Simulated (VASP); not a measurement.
# SnO2 (Pbcn) in VASP: further runs, part 2 of 2

VASP 6.6.1.

### Step 3. Single point, PBE (13.32 Å³/atom)

This run uses another cell than the first one, of 13.32 Å³/atom.

INCAR reads:

```
ALGO = Normal
EDIFF = 1E-6
ENCUT = 520
GGA = PE
ISIF = 2
ISMEAR = 0
LASPH = T
LCHARG = F
LREAL = F
LWAVE = F
NBANDS = 64
NELM = 100
PREC = Accurate
SIGMA = 0.05
```

KPOINTS reads:

```
k-points
0
Gamma
  6 6 6
```

POSCAR reads:

```
SnO2
1.0
    4.8496196827      0.0000000000      0.0000000000
    0.0000000000      6.1368304115      0.0000000000
    0.0000000000      0.0000000000      5.3711375050
Sn O
4 8
Direct
    0.5000000000      0.6651654903      0.7500000000
    0.0000000000      0.8348345097      0.2500000000
    0.5000000000      0.3348345097      0.2500000000
    0.0000000000      0.1651654903      0.7500000000
    0.7301204269      0.6070551965      0.0781681516
    0.2301204269      0.8929448035      0.9218318484
    0.7698795731      0.8929448035      0.5781681516
    0.2698795731      0.6070551965      0.4218318484
    0.7301204269      0.3929448035      0.5781681516
    0.2301204269      0.1070551965      0.4218318484
    0.7698795731      0.1070551965      0.0781681516
    0.2698795731      0.3929448035      0.9218318484
```

Potentials or basis: VASP PAW PBE potentials, release 64 (Sn_d, O).

Launch:

```bash
> cat potpaw_PBE.64/Sn_d/POTCAR potpaw_PBE.64/O/POTCAR > POTCAR
> mpirun -np 1 vasp_std > vasp.out
```

OUTCAR:

```text
EDIFF = 1E-6
   ENCUT = 520
   GGA = PE
   ISIF = 2
   ISMEAR = 0
   LASPH = T
   LREAL = F
   NELM = 100
   PREC = Accurate

 ion  position               nearest neighbor table
   1  0.500  0.665  0.750-   5 2.12   8 2.12   7 2.13   6 2.13   9 2.21  12 2.21   3 3.36   3 3.36

   2  0.000  0.835  0.250-   6 2.12   7 2.12   5 2.13   8 2.13  10 2.21  11 2.21   4 3.36   4 3.36

   3  0.500  0.335  0.250-   9 2.12  12 2.12  11 2.13  10 2.13   5 2.21   8 2.21   1 3.36   1 3.36

   4  0.000  0.165  0.750-  10 2.12  11 2.12   9 2.13  12 2.13   6 2.21   7 2.21   2 3.36   2 3.36

   5  0.730  0.607  0.078-   1 2.12   2 2.13   3 2.21
   6  0.230  0.893  0.922-   2 2.12   1 2.13   4 2.21
   7  0.770  0.893  0.578-   2 2.12   1 2.13   4 2.21
   8  0.270  0.607  0.422-   1 2.12   2 2.13   3 2.21
   9  0.730  0.393  0.578-   3 2.12   4 2.13   1 2.21
  10  0.230  0.107  0.422-   4 2.12   3 2.13   2 2.21
  11  0.770  0.107  0.078-   4 2.12   3 2.13   2 2.21
  12  0.270  0.393  0.922-   3 2.12   4 2.13   1 2.21

  LATTYP: Found a simple orthorhombic cell.
 ALAT       =     4.8496196827
 B/A-ratio  =     1.1075378806
 C/A-ratio  =     1.2654250875

  Lattice vectors:

 A1 = (  -4.8496196827,   0.0000000000,   0.0000000000)
 A2 = (   0.0000000000,   0.0000000000,   5.3711375050)
 A3 = (   0.0000000000,   6.1368304115,   0.0000000000)

Analysis of symmetry for initial positions (statically):
=====================================================================
 Subroutine PRICEL returns:
 Original cell was already a primitive cell.

 Routine SETGRP: Setting up the symmetry group for a
 simple orthorhombic supercell.

 Subroutine GETGRP returns: Found  8 space group operations
[... 164 lines left out ...]
   GGA     = PE    functional components
   LHFCALC =     F    Hartree Fock is set to
   AEXX    =    0.0000 exact exchange contribution
   IVDW    =     0    specifies the selected vdW correction
   LEPSILON=     F    determine dielectric tensor
   LRPA    =     F    only Hartree local field effects (RPA)
 non-spin polarized calculation
 Gauss-broadening in eV      SIGMA  =   0.05
  energy-cutoff  :      520.00
  volume of cell :      159.85
 maximum number of plane-waves:      4344
   NGX = 19   NGY = 23   NGZ = 19

 number of electron     104.0000065 magnetization

 Free energy of the ion-electron system (eV)
  ---------------------------------------------------
  ext. energy  EPLUGINS =         0.00000000
  ---------------------------------------------------
  free energy    TOTEN  =       -73.94288794 eV

  energy without entropy =      -73.94288771  energy(sigma->0) =      -73.94288783

 E-fermi :   4.7710     XC(G=0): -10.7170

 val. band max:        4.6085923401   @ k =   0.0000   0.1667   0.1667
 cond. band min:       4.9046713433   @ k =   0.0000   0.0000   0.0000
 fundamental gap:      0.2960790032
 Fermi energy:         4.7709941198

 k-point     1 :       0.0000    0.0000    0.0000
  band No.  band energies     occupation
      1     -15.9917      2.00000
      2     -15.8624      2.00000
      3     -15.8062      2.00000
      4     -15.6695      2.00000
      5     -15.5769      2.00000
      6     -15.4727      2.00000
[... 1597 lines left out ...]
     63      14.3960      0.00000
     64      14.3971      0.00000

 [... further k-points ...]

------------------------ aborting loop because EDIFF is reached ----------------------------------------

  FORCE on cell =-STRESS in cart. coord.  units (eV):
  Direction    XX          YY          ZZ          XY          YZ          ZX
  --------------------------------------------------------------------------------------
  -------------------------------------------------------------------------------------
  Total       -8.9845920    -13.8697579     -9.7282853      0.0000000      0.0000000     -0.0000000
  in kB      -90.0514830   -139.0149120    -97.5054316      0.0000000      0.0000000     -0.0000000
  external PRESSURE =    -108.8572755 kB  Pullay stress =       0.0000000 kB

 VOLUME and BASIS-vectors are now :
 -----------------------------------------------------------------------------
  energy-cutoff  :      520.00
  volume of cell :      159.85
      direct lattice vectors                 reciprocal lattice vectors
     4.849619683  0.000000000  0.000000000     0.206201737  0.000000000  0.000000000
     0.000000000  6.136830412  0.000000000     0.000000000  0.162950568  0.000000000
     0.000000000  0.000000000  5.371137505     0.000000000  0.000000000  0.186180301

 POSITION                                       TOTAL-FORCE (eV/Angst)
 -----------------------------------------------------------------------------------
      2.42481      4.08201      4.02835         0.000000     -0.161348     -0.000000
      0.00000      5.12324      1.34278        -0.000000      0.161348      0.000000
      2.42481      2.05482      1.34278        -0.000000      0.161348      0.000000
      0.00000      1.01359      4.02835         0.000000     -0.161348      0.000000
      3.54081      3.72539      0.41985        -0.074590      0.130518      0.000230
      1.11600      5.47985      4.95129        -0.074590     -0.130518     -0.000230
      3.73362      5.47985      3.10542         0.074590     -0.130518      0.000230
      1.30881      3.72539      2.26572         0.074590      0.130518     -0.000230
      3.54081      2.41144      3.10542        -0.074590     -0.130518      0.000230
      1.11600      0.65698      2.26572        -0.074590      0.130518     -0.000230
      3.73362      0.65698      0.41985         0.074590      0.130518      0.000230
      1.30881      2.41144      4.95129         0.074590     -0.130518     -0.000230
 -----------------------------------------------------------------------------------
    total drift:                                0.000000      0.000000     -0.000000

  FREE ENERGIE OF THE ION-ELECTRON SYSTEM (eV)
  ---------------------------------------------------
  free  energy   TOTEN  =       -73.9428879434 eV

  energy  without entropy=      -73.9428877146  energy(sigma->0) =      -73.94288783
```

Wall time 6.8 min (1 thread of Oxide Virtual Turin-like, shared host); peak memory 0.52 GiB.

Results:

- Free energy: -73.9429 eV
- Pressure: -10.9 GPa
- Largest force: 0.161 eV/Å
- Band gap on the k mesh: 0.30 eV

Forces on the atoms (eV/Å):
```
Sn   0.000 -0.161  0.000
Sn   0.000  0.161  0.000
Sn   0.000  0.161  0.000
Sn   0.000 -0.161  0.000
O   -0.075  0.131  0.000
O   -0.075 -0.131  0.000
O    0.075 -0.131  0.000
O    0.075  0.131  0.000
O   -0.075 -0.131  0.000
O   -0.075  0.131  0.000
O    0.075  0.131  0.000
O    0.075 -0.131  0.000
```

Caveat: the cell stands under tension; spin-orbit coupling is left out, which moves the levels of the heavy elements.

### Step 4. Single point, PBE (13.32 Å³/atom)

This run uses another cell than the first one, of 13.32 Å³/atom.

INCAR reads:

```
SYSTEM = SnO2
PREC = Accurate
ENCUT = 520
EDIFF = 1E-6
ISMEAR = 0
SIGMA = 0.05
LREAL = .False.
LASPH = .True.
NELM = 80
ALGO = Normal
ISIF = 2
LWAVE = .False.
LCHARG = .True.
GGA = PE
LELF = .True.
LVHAR = .True.
NBANDS = 64
```

KPOINTS reads:

```
regular mesh
0
Gamma
  6 6 6
  0 0 0
```

Edit POSCAR of step 3 so:

```diff
@@ -2,5 +2,5 @@
 1.0
-    4.8496196827      0.0000000000      0.0000000000
-    0.0000000000      6.1368304115      0.0000000000
-    0.0000000000      0.0000000000      5.3711375050
+    4.9809794993      0.0000000000      0.0000000000
+    0.0000000000      5.8174140663      0.0000000000
+    0.0000000000      0.0000000000      5.5166234779
 Sn O
```

Launch:

```bash
> cat potpaw_PBE.64/Sn_d/POTCAR potpaw_PBE.64/O/POTCAR > POTCAR
> mpirun -np 1 vasp_std > vasp.out
```

It took 12 min on 1 thread of Oxide Virtual Turin-like, shared host; peak memory 0.53 GiB.

It converged, with:

- Free energy: -73.9065 eV
- Pressure: -11.3 GPa
- Largest force: 0.254 eV/Å
- Band gap on the k mesh: 0.19 eV (least direct gap 0.23 eV)

Forces on the atoms (eV/Å):
```
Sn   0.000 -0.144  0.000
Sn   0.000  0.144  0.000
Sn   0.000  0.144  0.000
Sn   0.000 -0.144  0.000
O   -0.249  0.006 -0.050
O   -0.249 -0.006  0.050
O    0.249 -0.006 -0.050
O    0.249  0.006  0.050
O   -0.249 -0.006 -0.050
O   -0.249  0.006  0.050
O    0.249  0.006 -0.050
O    0.249 -0.006  0.050
```

Stress tensor (GPa, compression positive):
```
-12.45   0.00   0.00
  0.00  -7.22   0.00
  0.00   0.00 -14.17
```

Levels at points of the mesh, in eV from the valence-band top:
```csv
k point,band 49,band 50,band 51,band 52,band 53,band 54,band 55,band 56
"(0.00, 0.00, 0.00)",-0.45,-0.23,-0.08,-0.04,0.19,4.79,4.98,5.73
"(0.50, 0.00, 0.00)",-0.22,-0.22,-0.05,-0.05,3.34,3.34,4.02,4.02
"(0.00, 0.50, 0.00)",-0.87,-0.87,-0.18,-0.18,2.88,2.88,5.56,5.56
"(0.50, 0.50, 0.00)",-0.63,-0.63,-0.26,-0.26,3.71,3.71,4.76,4.76
"(0.00, 0.00, 0.50)",-0.34,-0.34,-0.12,-0.12,3.19,3.19,4.94,4.94
"(0.50, 0.00, 0.50)",-0.19,-0.19,-0.19,-0.19,3.78,3.78,3.78,3.78
"(0.00, 0.50, 0.50)",-0.35,-0.35,-0.35,-0.35,4.24,4.24,4.24,4.24
"(0.50, 0.50, 0.50)",-0.39,-0.39,-0.39,-0.39,4.19,4.19,4.19,4.19
```

Caveat: the cell stands under tension; spin-orbit coupling is left out, which moves the levels of the heavy elements.

### Step 5. The runs side by side

```csv
cell,gap on the mesh (eV),pressure (GPa),largest force (eV/Å)
"a = 5.008, b = 5.968, c = 5.547 Å, 12 atoms",none,-15.2,0.28
"a = 4.850, b = 6.137, c = 5.371 Å, 12 atoms",0.30,-10.9,0.16
"a = 4.981, b = 5.817, c = 5.517 Å, 12 atoms",0.19,-11.3,0.25
```

Alike in all rows: task single point; level PBE; potentials or basis VASP PAW PBE potentials, release 64 (Sn_d, O); no spin polarisation; k mesh 6 × 6 × 6; cutoff (eV) 520; smearing gaussian 0.05 eV.

Caveats: the cell stands under tension; spin-orbit coupling is left out, which moves the levels of the heavy elements; semilocal functionals underestimate gaps, so a narrow gap can read as zero (at least some runs).

Total energies depend on the potentials used, so only differences within one code and one set of settings carry meaning.
